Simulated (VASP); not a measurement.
# Ca (Pm-3m) in VASP: notebook

The runs below take Ca through single point, with PBE.

All numbers are computed with VASP 6.6.1; they aren't measurements. Logs are shortened: lines on timing, memory, paths and dates and some standing lists are left out, and cuts for length are marked.

## 1. The cell of the first run

Symmetry: Pm-3m, No. 221, cubic system. Conventional cell: a = 3.569 Å, b = 3.569 Å, c = 3.569 Å, α = 90.00°, β = 90.00°, γ = 90.00°. Within 4.7 Å of Ca (site symmetry m-3m) lie 6 Ca at 3.57 Å.

This isn't the form of Ca at room conditions, which is fcc.

## 2. Single point, PBE

File INCAR:

```
ALGO = Normal ; EDIFF = 1E-6
ENCUT = 520 ; GGA = PE
ISIF = 2 ; ISMEAR = -1
LASPH = T ; LCHARG = F
LREAL = F ; LWAVE = F
NBANDS = 11 ; NELM = 100
PREC = Accurate ; SIGMA = 0.06122561905347299
```

File KPOINTS:

```
k-points
0
Gamma
  11 11 11
```

File POSCAR:

```
Ca
1.0
    3.5687848103      0.0000000000      0.0000000000
    0.0000000000      3.5687848103      0.0000000000
    0.0000000000      0.0000000000      3.5687848103
Ca
1
Direct
    0.0000000000      0.0000000000      0.0000000000
```

Potentials or basis: VASP PAW PBE potentials, release 64 (Ca_sv).

Command:

```bash
cat potpaw_PBE.64/Ca_sv/POTCAR > POTCAR
mpirun -np 1 vasp_std > vasp.out
```

OUTCAR:

```text
EDIFF = 1E-6
   ENCUT = 520
   GGA = PE
   ISIF = 2
   ISMEAR = -1
   LASPH = T
   LREAL = F
   NELM = 100
   PREC = Accurate

 ion  position               nearest neighbor table
   1  0.000  0.000  0.000-

  LATTYP: Found a simple cubic cell.
 ALAT       =     3.5687848103

  Lattice vectors:

 A1 = (   3.5687848103,   0.0000000000,   0.0000000000)
 A2 = (   0.0000000000,   3.5687848103,   0.0000000000)
 A3 = (   0.0000000000,   0.0000000000,   3.5687848103)

Analysis of symmetry for initial positions (statically):
=====================================================================
 Subroutine PRICEL returns:
 Original cell was already a primitive cell.

 Routine SETGRP: Setting up the symmetry group for a
 simple cubic supercell.

 Subroutine GETGRP returns: Found 48 space group operations
 (whereof 48 operations were pure point group operations)
 out of a pool of 48 trial point group operations.

The static configuration has the point symmetry O_h .

Analysis of symmetry for dynamics (positions and initial velocities):
=====================================================================
 Subroutine PRICEL returns:
 Original cell was already a primitive cell.

 Routine SETGRP: Setting up the symmetry group for a
 simple cubic supercell.

 Subroutine GETGRP returns: Found 48 space group operations
 (whereof 48 operations were pure point group operations)
 out of a pool of 48 trial point group operations.

The dynamic configuration has the point symmetry O_h .

 Subroutine INISYM returns: Found 48 space group operations
 (whereof 48 operations are pure point group operations),
 and found     1 'primitive' translations

----------------------------------------------------------------------------------------

                                     Primitive cell

  volume of cell :      45.4528

  direct lattice vectors                    reciprocal lattice vectors
     3.568784810  0.000000000  0.000000000     0.280207424  0.000000000  0.000000000
     0.000000000  3.568784810  0.000000000     0.000000000  0.280207424  0.000000000
     0.000000000  0.000000000  3.568784810     0.000000000  0.000000000  0.280207424

  length of vectors
     3.568784810  3.568784810  3.568784810     0.280207424  0.280207424  0.280207424

  position of ions in fractional coordinates (direct lattice)
[... 75 lines left out ...]
   ENCUT  =  520.0 eV  38.22 Ry    6.18 a.u.   6.64  6.64  6.64*2*pi/ulx,y,z
   NELM   =    100;   NELMIN=  2; NELMDL= -5     # of ELM steps
   EDIFF  = 0.1E-05   stopping-criterion for ELM
   LREAL  =      F    real-space projection
   EDIFFG = 0.1E-04   stopping-criterion for IOM
   NSW    =      0    number of steps for IOM
   IBRION =     -1    ionic relax: 0-MD 1-quasi-New 2-CG
   NFREE  =      0    steps in history (QN), initial steepest desc. (CG)
   ISIF   =      2    stress and relaxation
   ISYM   =      2    0-nonsym 1-usesym 2-fastsym
   POTIM  = 0.5000    time-step for ionic-motion
   TEBEG  =    0.0;   TEEND  =   0.0 temperature during run
   PSTRESS=    0.0 pullay stress
   NELECT =      10.0000    total number of electrons
   NUPDOWN=      -1.0000    fix difference up-down
   EMIN   =  10.00;   EMAX   =-10.00  energy-range for DOS
   EFERMI =   0.00;   METHOD = LEGACY
   ISMEAR =    -1;   SIGMA  =   0.06  broadening in eV -4-tet -1-fermi 0-gaus
   EFERMI_NEDOS =   21; number of points for ismear=-14 and -15
   IALGO  =     38    algorithm
   IMIX   =      4    mixing-type and parameters
     AMIX     =   0.40;   BMIX     =  1.00
     AMIX_MAG =   1.60;   BMIX_MAG =  1.00
  volume/ion in A,a.u.               =      45.45       306.73
  Fermi-wavevector in a.u.,A,eV,Ry     =   0.988298  1.867612 13.289251  0.976732
  Thomas-Fermi vector in A             =   2.119814
   LORBIT       =      0    0 simple, 1 ext, 2 COOP (PROOUT), +10 PAW based schemes
   GGA     = PE    functional components
   LHFCALC =     F    Hartree Fock is set to
   AEXX    =    0.0000 exact exchange contribution
   IVDW    =     0    specifies the selected vdW correction
   LEPSILON=     F    determine dielectric tensor
   LRPA    =     F    only Hartree local field effects (RPA)
 non-spin polarized calculation
  energy-cutoff  :      520.00
  volume of cell :       45.45
 maximum number of plane-waves:      1245
 NGX is ok and might be reduce to    28
   NGX = 13   NGY = 13   NGZ = 13

 number of electron      10.0000000 magnetization

 Free energy of the ion-electron system (eV)
  ---------------------------------------------------
  ext. energy  EPLUGINS =         0.00000000
  ---------------------------------------------------
  free energy    TOTEN  =        -1.53968215 eV

  energy without entropy =       -1.52618698  energy(sigma->0) =       -1.53293457

 E-fermi :   1.5801     XC(G=0):  -7.4870

 val. band max:        1.5114422085   @ k =   0.4545   0.4545   0.1818
 cond. band min:       1.6381809407   @ k =   0.3636   0.3636   0.3636
 fundamental gap:      0.1267387322
 Fermi energy:         1.5801093832

 k-point     1 :       0.0000    0.0000    0.0000
  band No.  band energies     occupation
      1     -40.7250      2.00000
      2     -21.6245      2.00000
      3     -21.6245      2.00000
      4     -21.6245      2.00000
      5      -2.1800      2.00000
      6       2.4168      0.00000
      7       2.4168      0.00000
      8       5.4977      0.00000
      9       5.4977      0.00000
     10       5.4977      0.00000
     11       9.8451      0.00000
[... 309 lines left out ...]
 k-point    24 :       0.2727    0.0909    0.0909
  band No.  band energies     occupation
      1     -40.7143      2.00000
      2     -21.7242      2.00000
      3     -21.6293      2.00000
      4     -21.6281      2.00000
      5      -1.0101      2.00000
      6       2.4819      0.00000
      7       2.7539      0.00000
      8       4.6209      0.00000
      9       4.6238      0.00000
     10       5.3420      0.00000
     11       7.3162      0.00000

 [... further k-points ...]
[... 5 lines left out ...]
  --------------------------------------------------------------------------------------
  -------------------------------------------------------------------------------------
  Total       -0.1128544     -0.1128544     -0.1128544      0.0000000     -0.0000000      0.0000000
  in kB       -3.9780278     -3.9780278     -3.9780278      0.0000000     -0.0000000      0.0000000
  external PRESSURE =      -3.9780278 kB  Pullay stress =       0.0000000 kB

 VOLUME and BASIS-vectors are now :
 -----------------------------------------------------------------------------
  energy-cutoff  :      520.00
  volume of cell :       45.45
      direct lattice vectors                 reciprocal lattice vectors
     3.568784810  0.000000000  0.000000000     0.280207424  0.000000000  0.000000000
     0.000000000  3.568784810  0.000000000     0.000000000  0.280207424  0.000000000
     0.000000000  0.000000000  3.568784810     0.000000000  0.000000000  0.280207424

 POSITION                                       TOTAL-FORCE (eV/Angst)
 -----------------------------------------------------------------------------------
      0.00000      0.00000      0.00000         0.000000      0.000000      0.000000
 -----------------------------------------------------------------------------------
    total drift:                               -0.000000     -0.000000     -0.000000

  FREE ENERGIE OF THE ION-ELECTRON SYSTEM (eV)
  ---------------------------------------------------
  free  energy   TOTEN  =        -1.5396821544 eV

  energy  without entropy=       -1.5261869818  energy(sigma->0) =       -1.53293457
```

Wall time 23 s (1 thread of Intel Xeon Platinum 8259CL at 2.50GHz (Skylake/Cascade Lake), shared host); peak memory 0.17 GiB.

What came out:

```
Free energy            : -1.5397 eV
Pressure               : -0.4 GPa
Band gap on the k mesh : zero (bands 5 and 6 overlap by 0.95 eV)
```

## 3. Single point, PBE

File INCAR:

```
SYSTEM = Ca
ALGO = Normal
EDIFF = 1E-6
ENCUT = 520
GGA = PE
ISIF = 2
ISMEAR = -1
LASPH = .True.
LCHARG = .True.
LELF = .True.
LREAL = .False.
LVHAR = .True.
LWAVE = .False.
NBANDS = 11
NELM = 100
PREC = Accurate
SIGMA = 0.06122561905347299
```

File KPOINTS:

```
k-points
0
Gamma
  11 11 11
  0 0 0
```

POSCAR is that of step 2.

Potentials or basis: VASP PAW PBE potentials, release 64 (Ca_sv).

Command:

```bash
cat potpaw_PBE.64/Ca_sv/POTCAR > POTCAR
mpirun -np 1 vasp_std > vasp.out
```

It took 24 s on 1 thread of Intel Xeon Platinum 8259CL at 2.50GHz (Skylake/Cascade Lake), shared host; peak memory 0.16 GiB.

Results (log left out):

| Item | Value |
| --- | --- |
| Free energy | -1.5397 eV |
| Pressure | -0.4 GPa |
| Band gap on the k mesh | zero (bands 5 and 6 overlap by 0.95 eV) |

Levels at points of the mesh, in eV from the Fermi level:
```
           k point  band 3  band 4  band 5  band 6  band 7  band 8
(0.00, 0.00, 0.00)  -23.20  -23.20   -3.76    0.84    0.84    3.92
```
